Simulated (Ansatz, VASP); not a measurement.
## Two plane-wave programs on Ti3Al

File INCAR:

```
SYSTEM = Ti3Al
PREC = Accurate
ENCUT = 520
EDIFF = 1E-6
ISMEAR = 0
SIGMA = 0.15
LREAL = .False.
LASPH = .True.
NELM = 100
ALGO = Fast
ISIF = 2
LWAVE = .False.
LCHARG = .True.
GGA = PS
LELF = .True.
LVHAR = .True.
NBANDS = 28
```

KPOINTS

```
Automatic mesh
0
Gamma
  15 15 6
  0 0 0
```

File POSCAR:

```
Ti3Al
1.0
    2.9488768782      0.0000000000      0.0000000000
   -1.4744384391      2.5538022892      0.0000000000
    0.0000000000      0.0000000000      8.8103594491
Ti Al
3 1
Direct
    0.6666666667      0.3333333333      0.0000000000
    0.3333333333      0.6666666667      0.7621161197
    0.3333333333      0.6666666667      0.2378838803
    0.6666666667      0.3333333333      0.5000000000
```

Input for Ansatz:

```yaml
crystal:
  lattice:
    - [2.9488768782, 0.0, 0.0]
    - [-1.4744384391, 2.5538022892, 0.0]
    - [0.0, 0.0, 8.8103594491]
  atoms:
    - { symbol: Ti, position: [0.6666666667, 0.3333333333, 0.0] }
    - { symbol: Ti, position: [0.3333333333, 0.6666666667, 0.7621161197] }
    - { symbol: Ti, position: [0.3333333333, 0.6666666667, 0.2378838803] }
    - { symbol: Al, position: [0.6666666667, 0.3333333333, 0.5] }
basis:
  ecutwfc: 520.0
kpoints:
  mp_grid: { grid: [15, 15, 6] }
hamiltonian:
  xc: pbesol
  pseudopotentials: { kind: paw, azcp: { folder: soft_1 } }
scf:
  occupations: { method: gaussian, width: 0.15 }
output:
  forces: true
  stress: true
  eigenvalues: true
```

Alike in both runs: task single point; functional PBEsol; k mesh 15 × 15 × 6; occupations gaussian, width 0.15 eV; no spin polarisation.

|  | VASP | Ansatz |
| --- | --- | --- |
| version | VASP 6.6.1 | Ansatz 0.2.0 |
| potentials or method | VASP PAW PBE potentials, release 64 (Ti_sv, Al), cutoff 520 eV | scalar-relativistic, plane waves, PAW |
| valence electrons in the cell | 39 | 39 |

Ansatz gave:

| Property | Result |
| --- | --- |
| gap on the k mesh at the Fermi level (eV) | none |
| pressure (GPa) | 1.2 |
| traceless stress, the component that is largest in VASP (GPa) | 5.85 |
| rms of the force components (eV/Å) | 0.368 |

Q: Estimate VASP's values.

A: gap on the k mesh at the Fermi level (eV): none; pressure (GPa): 1.1; traceless stress, the component that is largest in VASP (GPa): 5.88; rms of the force components (eV/Å): 0.363.

VASP's potentials were made for PBE, not for PBEsol, and Ansatz warns of the same on its side. Atom by atom the forces differ by 0.006 eV/Å (rms over components). A gap of «none» marks a metal or a gap that the smearing closes. With one functional, cell and mesh, what is left measures potentials, basis and numerics.
